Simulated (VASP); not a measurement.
Runs of VASP 6.6.1 on Hf3GeW. The structure is that of space group Pm-3m (No. 221), or close to it. The cells are those of the table. The cell was generated, and may not be a known phase.

| task | cell | k mesh | cutoff (eV) | gap on the mesh (eV) | pressure (GPa) |
| --- | --- | --- | --- | --- | --- |
| single point | a = 4.860 Å, 5 atoms | 4 × 4 × 4 | 520 | none | -0.1 |
| relaxation of cell and atoms | relaxed from a = 4.535 Å, 5 atoms | 4 × 4 × 4 | 600 | none | 0.0 |
| relaxation of cell and atoms | relaxed from a = 4.860 Å, 5 atoms | 8 × 8 × 8 | 600 | none | -0.1 |
| single point | a = 4.864 Å, 5 atoms | 8 × 8 × 8 | 520 | none | (a) |
| single point | a = 4.535 Å, 5 atoms | 4 × 4 × 4 | 520 | none | 37.0 |

Alike in all rows: level PBE; potentials or basis VASP PAW PBE potentials, release 64 (Hf_pv, Ge_d, W_sv); no spin polarisation; smearing gaussian 0.1 eV.

Problem. Estimate the missing entries.

Solution. (a) -0.3.

Caveats: spin-orbit coupling is left out, which moves the levels of the heavy elements; the relaxation stopped at its first step, so nothing moved (at least some runs); the cell stands under pressure (at least some runs).

A k mesh can miss the band edges, and the runs leave out spin-orbit coupling on Ge, Hf, W.

A gap of «none» marks levels without a gap at the run's occupations.
